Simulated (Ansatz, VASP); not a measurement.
**ZnS in VASP and in Ansatz**

Contents of POSCAR:

```
ZnS
1.0
    0.0000000000      2.6940858325      2.6940858325
    2.6940858325      0.0000000000      2.6940858325
    2.6940858325      2.6940858325      0.0000000000
Zn S
1 1
Direct
    0.0000000000      0.0000000000      0.0000000000
    0.2500000000      0.2500000000      0.2500000000
```

INCAR.step1

```
SYSTEM = ZnS
PREC = Accurate
ENCUT = 520
ISMEAR = 0
SIGMA = 0.01
LREAL = .FALSE.
LASPH = .TRUE.
NELM = 80
NBANDS = 16
GGA = PE
ALGO = Normal
EDIFF = 1E-4
LWAVE = .TRUE.
LCHARG = .FALSE.
```

The input INCAR.step2:

```
SYSTEM = ZnS
PREC = Accurate
ENCUT = 520
EDIFF = 1E-7
ISMEAR = 0
SIGMA = 0.01
LREAL = .FALSE.
LASPH = .TRUE.
NELM = 80
ALGO = Normal
ISIF = 2
LWAVE = .FALSE.
LCHARG = .FALSE.
METAGGA = R2SCAN
LMIXTAU = .TRUE.
NBANDS = 16
ISTART = 1
```

Contents of KPOINTS:

```
Automatic mesh
0
G
  8 8 8
  0 0 0
```

Input for Ansatz:

```yaml
crystal:
  lattice:
    - [0.0, 2.6940858325, 2.6940858325]
    - [2.6940858325, 0.0, 2.6940858325]
    - [2.6940858325, 2.6940858325, 0.0]
  atoms:
    - { symbol: Zn, position: [0.0, 0.0, 0.0] }
    - { symbol: S, position: [0.25, 0.25, 0.25] }
kpoints:
  mp_grid: { grid: [8, 8, 8] }
  band_path:
    path:
      - [0.0, 0.0, 0.0]
      - [-0.5, -0.5, 0.0]
      - [-0.375, -0.375, 0.25]
      - [-0.375, 0.0, 0.375]
      - [0.0, 0.0, 0.5]
      - [-0.5, -0.25, 0.25]
    npoints: 1
hamiltonian:
  xc: r2scan
scf:
  occupations: { method: fixed }
  n_extra_bands: 4
output:
  forces: true
  stress: true
  eigenvalues: true
```

Alike in both runs: task single point; functional r2SCAN; k mesh 8 × 8 × 8; no spin polarisation.

|  | VASP | Ansatz |
| --- | --- | --- |
| version | VASP 6.6.1 | Ansatz 0.2.0 |
| potentials or method | VASP PAW PBE potentials, release 64 (Zn, S) | plane waves, PAW |
| plane-wave cutoff (eV) | 520 | 500 |
| occupations | gaussian, width 0.01 eV | fixed |
| valence electrons in the cell | 18 | 18 |

```csv
,VASP,Ansatz,Ansatz less VASP
gap on the k mesh at the Fermi level (eV),2.72,2.71,-0.010
pressure (GPa),0.1,0.0,-0.03
```

VASP's potentials were made for PBE, not for r2SCAN.
